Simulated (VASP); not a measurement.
# Li (Cmce) in VASP: further runs, part 2 of 2

VASP 6.6.1.

## Step 3: Relaxation of cell and atoms, PBEsol

This run uses another cell than the first one, of 21.37 Å³/atom, 1.003 times its volume.

The input, INCAR:

```
SYSTEM = Li
ALGO = Fast
EDIFF = 1E-6
EDIFFG = -0.04
ENCUT = 600
GGA = PS
IBRION = 2
ISIF = 3
ISMEAR = 0
LASPH = .True.
LCHARG = .False.
LREAL = .False.
LWAVE = .False.
NELM = 100
NSW = 90
PREC = Accurate
SIGMA = 0.1
```

The input, KPOINTS:

```
k-points
0
Gamma
  6 6 2
  0 0 0
```

The input, POSCAR:

```
Li
1.0
    2.8837548802     -1.9059413716      0.0000000000
    2.8837548802      1.9059413716      0.0000000000
    0.0000000000      0.0000000000      7.7748098494
Li
4
Direct
    0.8500000000      0.1500000000      0.1170000000
    0.6500000000      0.3500000000      0.6170000000
    0.1500000000      0.8500000000      0.8830000000
    0.3500000000      0.6500000000      0.3830000000
```

Potentials or basis: VASP PAW PBE potentials, release 64 (Li_sv).

On the command line:

```
$ cat potpaw_PBE.64/Li_sv/POTCAR > POTCAR
$ mpirun -np 1 vasp_std > vasp.out
```

OUTCAR:

```text
SYSTEM = Li
   EDIFF = 1E-6
   EDIFFG = -0.04
   ENCUT = 600
   GGA = PS
   IBRION = 2
   ISIF = 3
   ISMEAR = 0
   LASPH = .True.
   LREAL = .False.
   NELM = 100
   NSW = 90
   PREC = Accurate

 ion  position               nearest neighbor table
   1  0.850  0.150  0.117-   3 2.15
   2  0.650  0.350  0.617-   4 2.15
   3  0.150  0.850  0.883-   1 2.15
   4  0.350  0.650  0.383-   2 2.15

  LATTYP: Found a base centered orthorhombic cell.
 ALAT       =     3.8118827432
 B/A-ratio  =     1.5130344108
 C/A-ratio  =     2.0396246089

  Lattice vectors:

 A1 = (  -2.8837548802,  -1.9059413716,   0.0000000000)
 A2 = (   2.8837548802,  -1.9059413716,   0.0000000000)
 A3 = (   0.0000000000,   0.0000000000,   7.7748098494)

Analysis of symmetry for initial positions (statically):
=====================================================================
 Subroutine PRICEL returns:
 Original cell was already a primitive cell.

 Routine SETGRP: Setting up the symmetry group for a
 base centered orthorhombic supercell.

 Subroutine GETGRP returns: Found  8 space group operations
 (whereof  4 operations were pure point group operations)
 out of a pool of  8 trial point group operations.

The static configuration has the point symmetry C_2h.
 The point group associated with its full space group is D_2h.

Analysis of symmetry for dynamics (positions and initial velocities):
=====================================================================
 Subroutine PRICEL returns:
 Original cell was already a primitive cell.

 Routine SETGRP: Setting up the symmetry group for a
 base centered orthorhombic supercell.

 Subroutine GETGRP returns: Found  8 space group operations
 (whereof  4 operations were pure point group operations)
 out of a pool of  8 trial point group operations.

The dynamic configuration has the point symmetry C_2h.
 The point group associated with its full space group is D_2h.

 Subroutine INISYM returns: Found  8 space group operations
 (whereof  4 operations are pure point group operations),
 and found     1 'primitive' translations

----------------------------------------------------------------------------------------

                                     Primitive cell

  volume of cell :      85.4649

  direct lattice vectors                    reciprocal lattice vectors
     2.883754880 -1.905941372  0.000000000     0.173385056 -0.262337555  0.000000000
     2.883754880  1.905941372  0.000000000     0.173385056  0.262337555  0.000000000
     0.000000000  0.000000000  7.774809849     0.000000000  0.000000000  0.128620509

  length of vectors
     3.456682618  3.456682618  7.774809849     0.314457263  0.314457263  0.128620509

  position of ions in fractional coordinates (direct lattice)
     0.850000000  0.150000000  0.117000000
     0.650000000  0.350000000  0.617000000
     0.150000000  0.850000000  0.883000000
     0.350000000  0.650000000  0.383000000

  ion indices of the primitive-cell ions
   primitive index   ion index
                 1           1
                 2           2
                 3           3
                 4           4

----------------------------------------------------------------------------------------

 KPOINTS: k-points
[... 67 lines left out ...]
   NELM   =    100;   NELMIN=  2; NELMDL= -5     # of ELM steps
   EDIFF  = 0.1E-05   stopping-criterion for ELM
   LREAL  =      F    real-space projection
   EDIFFG = -.4E-01   stopping-criterion for IOM
   NSW    =     90    number of steps for IOM
   IBRION =      2    ionic relax: 0-MD 1-quasi-New 2-CG
   NFREE  =      1    steps in history (QN), initial steepest desc. (CG)
   ISIF   =      3    stress and relaxation
   ISYM   =      2    0-nonsym 1-usesym 2-fastsym
   POTIM  = 0.5000    time-step for ionic-motion
   TEBEG  =    0.0;   TEEND  =   0.0 temperature during run
   PSTRESS=    0.0 pullay stress
   NELECT =      12.0000    total number of electrons
   NUPDOWN=      -1.0000    fix difference up-down
   EMIN   =  10.00;   EMAX   =-10.00  energy-range for DOS
   EFERMI =   0.00;   METHOD = LEGACY
   ISMEAR =     0;   SIGMA  =   0.10  broadening in eV -4-tet -1-fermi 0-gaus
   EFERMI_NEDOS =   21; number of points for ismear=-14 and -15
   IALGO  =     68    algorithm
   IMIX   =      4    mixing-type and parameters
     AMIX     =   0.40;   BMIX     =  1.00
     AMIX_MAG =   1.60;   BMIX_MAG =  1.00
  volume/ion in A,a.u.               =      21.37       144.19
  Fermi-wavevector in a.u.,A,eV,Ry     =   0.850889  1.607946  9.850773  0.724011
  Thomas-Fermi vector in A             =   1.966936
   LORBIT       =      0    0 simple, 1 ext, 2 COOP (PROOUT), +10 PAW based schemes
   GGA     = PS    functional components
   LHFCALC =     F    Hartree Fock is set to
   AEXX    =    0.0000 exact exchange contribution
   IVDW    =     0    specifies the selected vdW correction
   LEPSILON=     F    determine dielectric tensor
   LRPA    =     F    only Hartree local field effects (RPA)
 conjugate gradient relaxation of ions
 non-spin polarized calculation
 RMM-DIIS sequential band-by-band and
 Gauss-broadening in eV      SIGMA  =   0.10
  energy-cutoff  :      600.00
  volume of cell :       85.46
 maximum number of plane-waves:      2886
   NGX = 13   NGY = 13   NGZ = 31

--------------------------------------- Ionic step        1  -------------------------------------------

 number of electron      11.9999977 magnetization

 Free energy of the ion-electron system (eV)
  ---------------------------------------------------
  ext. energy  EPLUGINS =         0.00000000
  ---------------------------------------------------
  free energy    TOTEN  =        -6.99523386 eV

  energy without entropy =       -6.98620179  energy(sigma->0) =       -6.99071782

------------------------ aborting loop because EDIFF is reached ----------------------------------------

  FORCE on cell =-STRESS in cart. coord.  units (eV):
  Direction    XX          YY          ZZ          XY          YZ          ZX
  --------------------------------------------------------------------------------------
  -------------------------------------------------------------------------------------
  Total       -3.1427108     -0.4230591      2.9794893      0.0000000      0.0000000      0.0000000
  in kB      -58.9151995     -7.9309274     55.8553479      0.0000000      0.0000000      0.0000000
  external PRESSURE =      -3.6635930 kB  Pullay stress =       0.0000000 kB
[... 95 lines left out ...]
  FREE ENERGIE OF THE ION-ELECTRON SYSTEM (eV)
  ---------------------------------------------------
  free  energy   TOTEN  =        -7.6312761611 eV

  energy  without entropy=       -7.6161300017  energy(sigma->0) =       -7.62370308

[... ionic steps 4 to 14 ...]

--------------------------------------- Ionic step       15  -------------------------------------------

 number of electron      12.0000001 magnetization

------------------------ aborting loop because EDIFF is reached ----------------------------------------
[... 71 lines left out ...]
--------------------------------------- Ionic step       17  -------------------------------------------

 number of electron      11.9999983 magnetization

 Free energy of the ion-electron system (eV)
  ---------------------------------------------------
  ext. energy  EPLUGINS =         0.00000000
  ---------------------------------------------------
  free energy    TOTEN  =        -7.81071623 eV

  energy without entropy =       -7.79698636  energy(sigma->0) =       -7.80385129

 E-fermi :   0.6452     XC(G=0):  -7.0771

 val. band max:        0.6185825116   @ k =   0.5000   0.1667   0.5000
 cond. band min:       0.7588524323   @ k =  -0.3333   0.3333   0.0000
 fundamental gap:      0.1402699207
 Fermi energy:         0.6452037341

 k-point     1 :       0.0000    0.0000    0.0000
  band No.  band energies     occupation
      1     -45.1833      2.00000
      2     -45.1718      2.00000
      3     -45.1716      2.00000
      4     -45.1602      2.00000
      5      -2.8914      2.00000
      6      -1.6131      2.00000
      7      -1.6114      2.00000
      8       1.2751      0.00000
      9       4.4509      0.00000
     10      10.4639      0.00000
[... 287 lines left out ...]
 k-point    24 :       0.5000    0.3333    0.5000
  band No.  band energies     occupation
      1     -45.1578      2.00000
      2     -45.1578      2.00000
      3     -45.1513      2.00000
      4     -45.1513      2.00000
      5       1.3230      0.00000
      6       1.3230      0.00000
      7       3.0368      0.00000
      8       3.0373      0.00000
      9       4.9743      0.00000
     10       4.9756      0.00000

 [... further k-points ...]
[... 5 lines left out ...]
  --------------------------------------------------------------------------------------
  -------------------------------------------------------------------------------------
  Total        0.0333184     -0.0065440     -0.0290548      0.0000000      0.0000000      0.0000000
  in kB        0.6744709     -0.1324708     -0.5881624      0.0000000      0.0000000      0.0000000
  external PRESSURE =      -0.0153874 kB  Pullay stress =       0.0000000 kB
[... 19 lines left out ...]
  FREE ENERGIE OF THE ION-ELECTRON SYSTEM (eV)
  ---------------------------------------------------
  free  energy   TOTEN  =        -7.8107162250 eV

  energy  without entropy=       -7.7969863612  energy(sigma->0) =       -7.80385129

 reached required accuracy - stopping structural energy minimisation
```

Run time: 12 min. Hardware: 1 thread of Intel Xeon Platinum 8259CL at 2.50GHz (Skylake/Cascade Lake), shared host; peak memory 0.21 GiB.

Results:

| Quantity | Value |
| --- | --- |
| Free energy | -7.8107 eV |
| Relaxed volume | 19.79 Å³/atom |
| Relaxed cell | a = 2.943 Å, b = 2.943 Å, c = 9.319 Å, α = 90.00°, β = 90.00°, γ = 78.65° |
| Space group after relaxing (to 0.05 Å) | Cmce (No. 64) |
| Energy gained by relaxing | 203.9 meV/atom |
| Ionic steps | 17 |
| Pressure after relaxing | 0.0 GPa |
| Largest force after relaxing | 0.009 eV/Å |
| Band gap on the k mesh | zero (band 6 reaches 3.20 eV, above the bottom of band 7 at -1.61 eV) |

Forces in eV/Å, atoms in the order of the input:
```
Li   0.000  0.008  0.004
Li   0.000 -0.008  0.004
Li   0.000 -0.008 -0.004
Li   0.000  0.008 -0.004
```

Stress tensor (GPa, compression positive):
```
 0.07  0.00  0.00
 0.00 -0.01  0.00
 0.00  0.00 -0.06
```

The path:
```
step  energy change (eV)  largest force (eV/Å)  pressure (GPa)  volume (Å³)
   1              0.0000                0.9972           -0.37        85.46
   2             -0.3447                0.6260           -0.55        84.75
   3             -0.6360                0.2209           -0.42        82.91
   4             -0.6723                0.1954           -0.23        82.02
   5             -0.6961                0.2597            0.02        80.89
   6             -0.6494                0.4678            0.68        78.25
   7             -0.6946                0.2941            0.10        80.53
   8             -0.7298                0.2331           -0.06        80.71
   9             -0.7874                0.0735           -0.56        81.10
  10             -0.7876                0.0669           -0.58        81.11
  11             -0.7968                0.0523           -0.10        78.81
  12             -0.7980                0.0496            0.15        77.66
  13             -0.8001                0.0484            0.14        77.86
  14             -0.8051                0.0458            0.05        78.45
  15             -0.8087                0.0690           -0.10        79.62
  16             -0.8114                0.0530           -0.08        79.50
  17             -0.8155                0.0092            0.00        79.15
```

Final structure:
```
Li
1.0
     2.27669   -1.86512    0.00000
     2.27669    1.86512    0.00000
     0.00000    0.00000    9.31942
Li
4
Direct
  0.75677 0.24323 0.12488
  0.74323 0.25677 0.62488
  0.24323 0.75677 0.87512
  0.25677 0.74323 0.37512
```

Caveat: the k points lie up to 0.36 Å⁻¹ apart in the final cell; the cutoff is under 1.25 times the usual one of these potentials, so pressure, stress and relaxed cells hold a basis-set (Pulay) error; the PAW data sets were made with another functional, which shifts forces and pressure a little.

## Step 4: Relaxation of cell and atoms, PBEsol

The input, INCAR:

```
SYSTEM = Li
ALGO = Normal ; EDIFF = 1E-7
EDIFFG = -0.04 ; ENCUT = 600
GGA = PS ; IBRION = 2
ISIF = 3 ; ISMEAR = 0
LASPH = .TRUE. ; LCHARG = .FALSE.
LREAL = .FALSE. ; LWAVE = .FALSE.
NELM = 100 ; NSW = 90
PREC = Accurate ; SIGMA = 0.1
```

The input, KPOINTS:

```
k-points
0
G
  6 6 4
  0 0 0
```

The input, POSCAR:

```
Li
1.0
    1.7183423735     -5.4509350216      0.0000000000
    1.7183423735      5.4509350216      0.0000000000
    0.0000000000      0.0000000000      4.5476372181
Li
4
Direct
    0.0980000000      0.9020000000      0.9100000000
    0.5980000000      0.4020000000      0.5900000000
    0.9020000000      0.0980000000      0.0900000000
    0.4020000000      0.5980000000      0.4100000000
```

On the command line:

```
$ cat potpaw_PBE.64/Li_sv/POTCAR > POTCAR
$ mpirun -np 1 vasp_std > vasp.out
```

Run time: 20 min. Hardware: 1 thread of Intel Xeon Platinum 8259CL at 2.50GHz (Skylake/Cascade Lake), shared host; peak memory 0.28 GiB.

It converged, with:

```yaml
Free_energy: -7.7231 eV
Relaxed_volume: 20.06 Å³/atom
Relaxed_cell: a = 5.467 Å, b = 5.467 Å, c = 4.870 Å, α = 90.00°, β = 90.00°, γ = 146.54°
Space_group_after_relaxing_to_0.05_Å: Fmmm (No. 69)
Energy_gained_by_relaxing: 444.5 meV/atom
Ionic_steps: 20
Pressure_after_relaxing: 0.1 GPa
Largest_force_after_relaxing: 0.028 eV/Å
Band_gap_on_the_k_mesh: zero (band 6 reaches 1.86 eV, above the bottom of band 7 at -0.58 eV)
```

Forces on the atoms (eV/Å):
```
Li   0.000  0.028  0.001
Li   0.000  0.028 -0.001
Li   0.000 -0.028 -0.001
Li   0.000 -0.028  0.001
```

Stress tensor (GPa, compression positive):
```
 0.22  0.00  0.00
 0.00 -0.09  0.00
 0.00  0.00  0.03
```

The path:
```
step  energy change (eV)  largest force (eV/Å)  pressure (GPa)  volume (Å³)
   1              0.0000                1.5156            2.12        85.19
   2             -0.4582                1.2623            0.93        88.69
   3             -1.2071                0.6311           -1.49        99.59
   4             -1.2973                0.4586           -2.06       103.95
   5             -1.3104                0.4006           -2.25       105.82
   6             -1.5357                0.2453           -1.83        97.29
   7             -1.6602                0.1338           -1.02        87.66
   8             -1.6632                0.1580           -0.80        85.91
   9             -1.7126                0.1128           -0.21        81.58
  10             -1.7239                0.0850            0.23        78.95
  11             -1.7241                0.0810            0.31        78.51
  12             -1.7343                0.0365            0.19        79.23
  13             -1.7473                0.0720           -0.04        80.90
  14             -1.7219                0.2574           -0.39        83.96
  15             -1.7489                0.1199           -0.10        81.49
  16             -1.7576                0.1212           -0.14        81.74
  17             -1.7612                0.1236           -0.24        82.36
  18             -1.7643                0.1229           -0.21        82.14
  19             -1.7706                0.0967           -0.15        81.67
  20             -1.7780                0.0279            0.05        80.25
```

Final structure:
```cif
data_structure
_symmetry_space_group_name_H-M 'P 1'
_symmetry_Int_Tables_number 1
_cell_length_a 5.4667
_cell_length_b 5.4667
_cell_length_c 4.8699
_cell_angle_alpha 90.000
_cell_angle_beta 90.000
_cell_angle_gamma 146.539
_cell_volume 80.25
loop_
_atom_site_label
_atom_site_type_symbol
_atom_site_fract_x
_atom_site_fract_y
_atom_site_fract_z
_atom_site_occupancy
Li1 Li 0.13142 0.86858 0.99993 1
Li2 Li 0.63142 0.36858 0.50007 1
Li3 Li 0.86858 0.13142 0.00007 1
Li4 Li 0.36858 0.63142 0.49993 1
```

Levels at points of the mesh, in eV from the Fermi level:
```tsv
k point	band 4	band 5	band 6	band 7	band 8	band 9
(0.00, 0.00, 0.00)	-45.89	-3.52	-0.39	0.18	2.43	3.29
(0.50, 0.00, 0.00)	-45.90	-0.45	-0.45	1.63	1.63	4.24
(0.50, 0.50, 0.00)	-45.90	-2.59	-2.44	1.31	1.71	3.87
(0.00, 0.00, 0.50)	-45.90	-2.36	-2.36	1.15	1.15	3.10
(0.50, 0.00, 0.50)	-45.90	0.01	0.01	1.24	1.24	3.00
(0.50, 0.50, 0.50)	-45.91	-1.38	-1.38	-1.19	-1.19	9.10
```

Caveat: the cutoff is under 1.25 times the usual one of these potentials, so pressure, stress and relaxed cells hold a basis-set (Pulay) error; the PAW data sets were made with another functional, which shifts forces and pressure a little.

## Step 5: Overview

```csv
task,cell,k mesh,cutoff (eV),gap on the mesh (eV),pressure (GPa),relaxed volume (Å³/atom),largest force (eV/Å)
single point,"a = 5.715, b = 5.715, c = 4.548 Å, angles 90.0, 90.0, 145.0°, 4 atoms",6 × 6 × 4,520,none,-,-,1.52
relaxation of cell and atoms,"relaxed from a = 3.457, b = 3.457, c = 7.775 Å, angles 90.0, 90.0, 66.9°, 4 atoms",6 × 6 × 2,600,none,0.0,19.79,0.01
relaxation of cell and atoms,"relaxed from a = 5.715, b = 5.715, c = 4.548 Å, angles 90.0, 90.0, 145.0°, 4 atoms",6 × 6 × 4,600,none,0.1,20.06,0.03
```

Alike in all rows: level PBEsol; potentials or basis VASP PAW PBE potentials, release 64 (Li_sv); no spin polarisation; smearing gaussian 0.1 eV.

Caveats: some runs use coarse meshes; the cutoff is under 1.25 times the usual one of these potentials, so pressure, stress and relaxed cells hold a basis-set (Pulay) error; the PAW data sets were made with another functional, which shifts forces and pressure a little.

Absolute energies hang on the potentials; compare differences alone.
